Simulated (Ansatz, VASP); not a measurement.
# Cs in VASP and in Ansatz

```
CELL_PARAMETERS angstrom
-3.13489 3.13489 3.13489
3.13489 -3.13489 3.13489
3.13489 3.13489 -3.13489
ATOMIC_POSITIONS crystal
Cs 0.00000 0.00000 0.00000
```

Alike in both runs: task single point; functional r2SCAN; k mesh 7 × 7 × 7; occupations fermi-dirac, width 0.1 eV; no spin polarisation.

|  | VASP | Ansatz |
| --- | --- | --- |
| version | VASP 6.6.1 | Ansatz 0.2.0 |
| potentials or method | VASP PAW PBE potentials, release 64 (Cs_sv), cutoff 520 eV | plane waves (500 eV) with PAW, scalar-relativistic |
| valence electrons in the cell | 9 | 9 |

|  | VASP | Ansatz | Ansatz less VASP |
| --- | --- | --- | --- |
| pressure (GPa) | 0.0 | 0.0 | 0.00 |

VASP's potentials were made for PBE, not for r2SCAN.

Neither program's run includes spin-orbit coupling.
